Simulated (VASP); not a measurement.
Crystal: SiNi3.

```xyz
4
Lattice="3.5886 0.0000 0.0000 0.0000 3.5886 0.0000 0.0000 0.0000 3.5886" Properties=species:S:1:pos:R:3 pbc="T T T"
Ni    1.7943    1.7943    0.0000
Ni    1.7943    0.0000    1.7943
Ni    0.0000    1.7943    1.7943
Si    0.0000    0.0000    0.0000
```

Base run:

| Item | Value |
| --- | --- |
| Program | VASP 6.6.1 |
| Functional | PBEsol |
| Potentials or basis | VASP PAW PBE potentials, release 64 (Ni, Si) |
| Cutoff | 520 eV |
| k mesh | 8 × 8 × 8 |
| Occupations | fermi-dirac, width 0.05 eV |
| Spin | collinear spin, ferromagnetic start |
| Starting moments | [1.0, 1.0, 1.0, 0.0] μB |

Its results: band gap on the k mesh zero (filled and empty bands overlap); pressure -19.9 GPa; net moment 0.00 μB per cell.

Problem. The run is repeated on the same cell with these changes: functional from PBEsol to r2SCAN; further incar settings from ALGO = Fast; EDIFF = 1e-07; NBANDS = 29 to ALGO = Normal; EDIFF = 1e-06; NBANDS = 29. What comes out?

Solution. Band gap on the k mesh zero (filled and empty bands overlap); pressure -19.3 GPa; net moment 0.00 μB per cell.

Caveats: the cell stands under tension; the PAW data sets were made with another functional, which shifts forces and pressure a little.
